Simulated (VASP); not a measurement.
# Ba (Im-3m) in VASP: further runs

Ba is run at these levels: LDA; tasks: relaxation of cell and atoms.

Everything below comes from runs of VASP 6.6.1. Logs are shortened: lines on timing, memory, paths and dates and some standing lists are left out, and cuts for length are marked.

## (1) The cell of the first run

It takes space group Im-3m (No. 229, cubic). The conventional cell has a = 4.438 Å, b = 4.438 Å, c = 4.438 Å, α = 90.00°, β = 90.00°, γ = 90.00°. Ba (site symmetry m-3m) has 14 Ba at 3.84 to 4.44 Å within 5.0 Å.

## (2) Relaxation of cell and atoms, LDA, target pressure 2.3 GPa, at which the enthalpy is minimised

File INCAR:

```
PREC = Accurate
ENCUT = 500
EDIFF = 1E-7
ISMEAR = -1
SIGMA = 0.05
LREAL = F
LASPH = T
NELM = 120
ALGO = Normal
ISIF = 3
LWAVE = F
LCHARG = F
IBRION = 2
NSW = 60
EDIFFG = -0.005
PSTRESS = 23.0
GGA_COMPAT = F
NELMIN = 4
```

File KPOINTS:

```
regular mesh
0
Gamma
  12 12 12
```

File POSCAR:

```
Ba
1.0
   -2.2190719540      2.2190719540      2.2190719540
    2.2190719540     -2.2190719540      2.2190719540
    2.2190719540      2.2190719540     -2.2190719540
Ba
1
Direct
    0.0000000000      0.0000000000      0.0000000000
```

Potentials or basis: VASP PAW LDA potentials, release 64 (Ba_sv).

The run is started by

```console
$ cat potpaw_LDA.64/Ba_sv/POTCAR > POTCAR
$ mpirun -np 1 vasp_std > vasp.out
```

OUTCAR:

```text
PREC = Accurate
   ENCUT = 500
   EDIFF = 1E-7
   ISMEAR = -1
   LREAL = F
   LASPH = T
   NELM = 120
   ISIF = 3
   IBRION = 2
   NSW = 60
   EDIFFG = -0.005
   PSTRESS = 23.0
   NELMIN = 4

 ion  position               nearest neighbor table
   1  0.000  0.000  0.000-

  LATTYP: Found a body centered cubic cell.
 ALAT       =     4.4381439080

  Lattice vectors:

 A1 = (  -2.2190719540,   2.2190719540,   2.2190719540)
 A2 = (   2.2190719540,  -2.2190719540,   2.2190719540)
 A3 = (   2.2190719540,   2.2190719540,  -2.2190719540)

Analysis of symmetry for initial positions (statically):
=====================================================================
 Subroutine PRICEL returns:
 Original cell was already a primitive cell.

 Routine SETGRP: Setting up the symmetry group for a
 body centered cubic supercell.

 Subroutine GETGRP returns: Found 48 space group operations
 (whereof 48 operations were pure point group operations)
 out of a pool of 48 trial point group operations.

The static configuration has the point symmetry O_h .

Analysis of symmetry for dynamics (positions and initial velocities):
=====================================================================
 Subroutine PRICEL returns:
 Original cell was already a primitive cell.

 Routine SETGRP: Setting up the symmetry group for a
 body centered cubic supercell.

 Subroutine GETGRP returns: Found 48 space group operations
 (whereof 48 operations were pure point group operations)
 out of a pool of 48 trial point group operations.

The dynamic configuration has the point symmetry O_h .

 Subroutine INISYM returns: Found 48 space group operations
 (whereof 48 operations are pure point group operations),
 and found     1 'primitive' translations

----------------------------------------------------------------------------------------

                                     Primitive cell

  volume of cell :      43.7093

  direct lattice vectors                    reciprocal lattice vectors
    -2.219071954  2.219071954  2.219071954     0.000000000  0.225319417  0.225319417
     2.219071954 -2.219071954  2.219071954     0.225319417  0.000000000  0.225319417
     2.219071954  2.219071954 -2.219071954     0.225319417  0.225319417  0.000000000

  length of vectors
     3.843545370  3.843545370  3.843545370     0.318649776  0.318649776  0.318649776

  position of ions in fractional coordinates (direct lattice)
     0.000000000  0.000000000  0.000000000

  ion indices of the primitive-cell ions
   primitive index   ion index
                 1           1

----------------------------------------------------------------------------------------

 KPOINTS: regular mesh

Automatic generation of k-mesh.
 Grid dimensions read from file:
 generate k-points for:   12   12   12

 Generating k-lattice:

  Cartesian coordinates                     Fractional coordinates (reciprocal lattice)
     0.000000000  0.018776618  0.018776618     0.083333333  0.000000000  0.000000000
     0.018776618  0.000000000  0.018776618     0.000000000  0.083333333  0.000000000
     0.018776618  0.018776618  0.000000000     0.000000000  0.000000000  0.083333333

  Length of vectors
     0.026554148  0.026554148  0.026554148

  Shift w.r.t. Gamma in fractional coordinates (k-lattice)
     0.000000000  0.000000000  0.000000000

 Subroutine IBZKPT returns following result:
 ===========================================

 Found     72 irreducible k-points:

 Following reciprocal coordinates:
            Coordinates               Weight
  0.000000  0.000000  0.000000      1.000000
  0.083333  0.000000  0.000000     12.000000
  0.166667  0.000000  0.000000     12.000000
  0.250000  0.000000  0.000000     12.000000
  0.333333  0.000000  0.000000     12.000000
  0.416667  0.000000  0.000000     12.000000
[... 16 lines left out ...]
  0.333333  0.083333  0.083333     24.000000
  0.416667  0.083333  0.083333     12.000000
 [... further k-points ...]
   k-points           NKPTS =     72   k-points in BZ     NKDIM =     72   number of bands    NBANDS=      9
   number of dos      NEDOS =    301   number of ions     NIONS =      1
   total plane-waves  NPLWV =  21952
   dimension x,y,z NGX =    28 NGY =   28 NGZ =   28
   dimension x,y,z NGXF=    56 NGYF=   56 NGZF=   56
   ions per type =               1
   NGX,Y,Z   is equivalent  to a cutoff of  12.11, 12.11, 12.11 a.u.
   NGXF,Y,Z  is equivalent  to a cutoff of  24.22, 24.22, 24.22 a.u.
 SYSTEM =  unknown system
   PREC   = accura    normal or accurate (medium, high low for compatibility)
   ISTART =      0    job   : 0-new  1-cont  2-samecut
   ICHARG =      2    charge: 1-file 2-atom 10-const
   ISPIN  =      1    spin polarized calculation?
   LNONCOLLINEAR =      F non collinear calculations
   LSORBIT =      F    spin-orbit coupling
   LASPH  =      T    aspherical Exc in radial PAW
   ENCUT  =  500.0 eV  36.75 Ry    6.06 a.u.   7.01  7.01  7.01*2*pi/ulx,y,z
   NELM   =    120;   NELMIN=  4; NELMDL= -5     # of ELM steps
   EDIFF  = 0.1E-06   stopping-criterion for ELM
   LREAL  =      F    real-space projection
   EDIFFG = -.5E-02   stopping-criterion for IOM
   NSW    =     60    number of steps for IOM
   IBRION =      2    ionic relax: 0-MD 1-quasi-New 2-CG
   NFREE  =      1    steps in history (QN), initial steepest desc. (CG)
   ISIF   =      3    stress and relaxation
   ISYM   =      2    0-nonsym 1-usesym 2-fastsym
   POTIM  = 0.5000    time-step for ionic-motion
   TEBEG  =    0.0;   TEEND  =   0.0 temperature during run
   PSTRESS=   23.0 pullay stress
   NELECT =      10.0000    total number of electrons
   NUPDOWN=      -1.0000    fix difference up-down
   EMIN   =  10.00;   EMAX   =-10.00  energy-range for DOS
   EFERMI =   0.00;   METHOD = LEGACY
   ISMEAR =    -1;   SIGMA  =   0.05  broadening in eV -4-tet -1-fermi 0-gaus
   EFERMI_NEDOS =   21; number of points for ismear=-14 and -15
   IALGO  =     38    algorithm
   IMIX   =      4    mixing-type and parameters
     AMIX     =   0.40;   BMIX     =  1.00
     AMIX_MAG =   1.60;   BMIX_MAG =  1.00
  volume/ion in A,a.u.               =      43.71       294.97
  Fermi-wavevector in a.u.,A,eV,Ry     =   1.001267  1.892121 13.640338  1.002537
  Thomas-Fermi vector in A             =   2.133678
   LORBIT       =      0    0 simple, 1 ext, 2 COOP (PROOUT), +10 PAW based schemes
   GGA     = CA    functional components
   LHFCALC =     F    Hartree Fock is set to
   AEXX    =    0.0000 exact exchange contribution
   IVDW    =     0    specifies the selected vdW correction
   LEPSILON=     F    determine dielectric tensor
   LRPA    =     F    only Hartree local field effects (RPA)
 conjugate gradient relaxation of ions
 non-spin polarized calculation
  energy-cutoff  :      500.00
  volume of cell :       43.71
 maximum number of plane-waves:      1144
   NGX = 13   NGY = 13   NGZ = 13

--------------------------------------- Ionic step        1  -------------------------------------------

 number of electron      10.0000002 magnetization

 Free energy of the ion-electron system (eV)
  ---------------------------------------------------
  ext. energy  EPLUGINS =         0.00000000
  ---------------------------------------------------
  free energy    TOTEN  =        -2.16807433 eV

  energy without entropy =       -2.15977068  energy(sigma->0) =       -2.16392250

------------------------ aborting loop because EDIFF is reached ----------------------------------------

  FORCE on cell =-STRESS in cart. coord.  units (eV):
  Direction    XX          YY          ZZ          XY          YZ          ZX
  --------------------------------------------------------------------------------------
  -------------------------------------------------------------------------------------
  Total        0.8322299      0.8322299      0.8322299     -0.0000000      0.0000000      0.0000000
  in kB       30.5056128     30.5056128     30.5056128     -0.0000000      0.0000000      0.0000000
  external PRESSURE =       7.5056128 kB  Pullay stress =      23.0000000 kB
[... 59 lines left out ...]
  enthalpy is  TOTEN    =        -1.5445813409 eV   P V=        0.6462469127

--------------------------------------- Ionic step        3  -------------------------------------------

 number of electron       9.9999999 magnetization

 Free energy of the ion-electron system (eV)
  ---------------------------------------------------
  ext. energy  EPLUGINS =         0.00000000
  ---------------------------------------------------
  free energy    TOTEN  =        -2.20090877 eV

  energy without entropy =       -2.19272353  energy(sigma->0) =       -2.19681615

 E-fermi :   2.6483     XC(G=0):  -8.7349

 val. band max:        2.6315009339   @ k =   0.3333   0.3333   0.0000
 cond. band min:       2.6717326096   @ k =   0.2500   0.2500   0.0833
 fundamental gap:      0.0402316756
 Fermi energy:         2.6483137801

 k-point     1 :       0.0000    0.0000    0.0000
  band No.  band energies     occupation
      1     -25.7676      2.00000
      2     -10.3865      2.00000
      3     -10.3865      2.00000
      4     -10.3865      2.00000
      5      -0.1332      2.00000
      6       4.7407      0.00000
      7       4.7407      0.00000
      8       4.7407      0.00000
      9       6.7086      0.00000
[... 265 lines left out ...]
 k-point    24 :       0.4167    0.0833    0.0833
  band No.  band energies     occupation
      1     -25.5963      2.00000
      2     -11.5349      2.00000
      3     -10.8322      2.00000
      4     -10.4923      2.00000
      5       1.8896      2.00000
      6       3.1415      0.00010
      7       4.9286      0.00000
      8       6.9979      0.00000
      9       7.6239      0.00000

 [... further k-points ...]
[... 5 lines left out ...]
  --------------------------------------------------------------------------------------
  -------------------------------------------------------------------------------------
  Total        0.6509772      0.6509772      0.6509772     -0.0000000     -0.0000000     -0.0000000
  in kB       22.8278778     22.8278778     22.8278778     -0.0000000     -0.0000000     -0.0000000
  external PRESSURE =      -0.1721222 kB  Pullay stress =      23.0000000 kB
[... 16 lines left out ...]
  FREE ENERGIE OF THE ION-ELECTRON SYSTEM (eV)
  ---------------------------------------------------
  free  energy   TOTEN  =        -2.2009087660 eV

  energy  without entropy=       -2.1927235273  energy(sigma->0) =       -2.19681615

  enthalpy is  TOTEN    =        -1.5450232279 eV   P V=        0.6558855381

 reached required accuracy - stopping structural energy minimisation
```

Wall time 79 s (1 thread of Intel Xeon 8259CL, shared host); peak memory 0.16 GiB.

Results:

| Item | Value |
| --- | --- |
| Free energy | -2.2009 eV |
| Relaxed volume | 45.69 Å³/atom |
| Relaxed cell | a = 3.901 Å, b = 3.901 Å, c = 3.901 Å, α = 109.47°, β = 109.47°, γ = 109.47° |
| Space group after relaxing (to 0.05 Å) | Im-3m (No. 229) |
| Energy change on relaxing (the enthalpy is what falls) | -32.8 meV/atom |
| Ionic steps | 3 |
| Pressure after relaxing | 2.3 GPa |
| Band gap on the k mesh | zero (band 5 reaches 3.57 eV, above the bottom of band 6 at 1.54 eV) |

The path:
```
step  energy change (eV)  largest force (eV/Å)  pressure (GPa)  volume (Å³)
   1              0.0000                0.0000            3.05        43.71
   2             -0.0228                0.0000            2.53        45.02
   3             -0.0328                0.0000            2.28        45.69
```

Final structure:
```cif
data_structure
_symmetry_space_group_name_H-M 'P 1'
_symmetry_Int_Tables_number 1
_cell_length_a 3.9007
_cell_length_b 3.9007
_cell_length_c 3.9007
_cell_angle_alpha 109.471
_cell_angle_beta 109.471
_cell_angle_gamma 109.471
_cell_volume 45.69
loop_
_atom_site_label
_atom_site_type_symbol
_atom_site_fract_x
_atom_site_fract_y
_atom_site_fract_z
_atom_site_occupancy
Ba1 Ba 0.00000 0.00000 0.00000 1
```

Caveat: the cell is relaxed towards a set pressure, so the enthalpy falls and the energy may rise; spin-orbit coupling is left out, which moves the levels of the heavy elements.

## (3) Relaxation of cell and atoms, LDA, target pressure 2.3 GPa, at which the enthalpy is minimised

This run uses another cell than the first one, of 44.84 Å³/atom, 1.026 times its volume.

File INCAR:

```
ALGO = Normal
EDIFF = 1E-7
EDIFFG = -0.005
ENCUT = 500
GGA = CA
GGA_COMPAT = F
IBRION = 2
ISIF = 3
ISMEAR = -1
LASPH = T
LCHARG = F
LREAL = F
LWAVE = F
NELM = 120
NELMIN = 4
NSW = 32
PREC = Accurate
PSTRESS = 23.0
SIGMA = 0.05
```

File KPOINTS:

```
k-points
0
Gamma
  12 12 12
```

File POSCAR:

```
Ba
1.0
   -2.2380084395      2.2380084395      2.2380084395
    2.2380084395     -2.2380084395      2.2380084395
    2.2380084395      2.2380084395     -2.2380084395
Ba
1
Direct
    0.0000000000      0.0000000000      0.0000000000
```

Potentials or basis: VASP PAW LDA potentials, release 64 (Ba_sv).

The run is started by

```console
$ cat potpaw_LDA.64/Ba_sv/POTCAR > POTCAR
$ mpirun -np 1 vasp_std > vasp.out
```

It took 77 s on 1 thread of Intel Xeon 8259CL, shared host; peak memory 0.16 GiB.

It converged, with:

- Free energy: -2.2004 eV
- Relaxed volume: 45.65 Å³/atom
- Relaxed cell: a = 3.900 Å, b = 3.900 Å, c = 3.900 Å, α = 109.47°, β = 109.47°, γ = 109.47°
- Space group after relaxing (to 0.05 Å): Im-3m (No. 229)
- Energy change on relaxing (the enthalpy is what falls): -12.4 meV/atom
- Ionic steps: 3
- Pressure after relaxing: 2.3 GPa
- Band gap on the k mesh: zero (band 5 reaches 3.57 eV, above the bottom of band 6 at 1.54 eV)

The path:
| step | energy change (eV) | largest force (eV/Å) | pressure (GPa) | volume (Å³) |
| --- | --- | --- | --- | --- |
| 1 | 0.0000 | 0.0000 | 2.60 | 44.84 |
| 2 | -0.0085 | 0.0000 | 2.39 | 45.38 |
| 3 | -0.0124 | 0.0000 | 2.29 | 45.65 |

Final structure:
```
CELL_PARAMETERS angstrom
-2.25147 2.25147 2.25147
2.25147 -2.25147 2.25147
2.25147 2.25147 -2.25147
ATOMIC_POSITIONS crystal
Ba 0.00000 0.00000 0.00000
```

Levels at points of the mesh, in eV from the Fermi level:
| k point | band 1 | band 2 | band 3 | band 4 | band 5 | band 6 | band 7 | band 8 | band 9 |
| --- | --- | --- | --- | --- | --- | --- | --- | --- | --- |
| (0.00, 0.00, 0.00) | -28.42 | -13.03 | -13.03 | -13.03 | -2.78 | 2.09 | 2.09 | 2.09 | 4.06 |
| (0.50, 0.00, 0.00) | -28.25 | -14.26 | -13.41 | -13.05 | -1.18 | 0.51 | 2.65 | 4.18 | 4.94 |
| (0.50, 0.50, 0.50) | -28.13 | -13.85 | -13.85 | -13.85 | -1.11 | -1.11 | 6.23 | 6.23 | 6.23 |

Caveat: the cell is relaxed towards a set pressure, so the enthalpy falls and the energy may rise; spin-orbit coupling is left out, which moves the levels of the heavy elements.
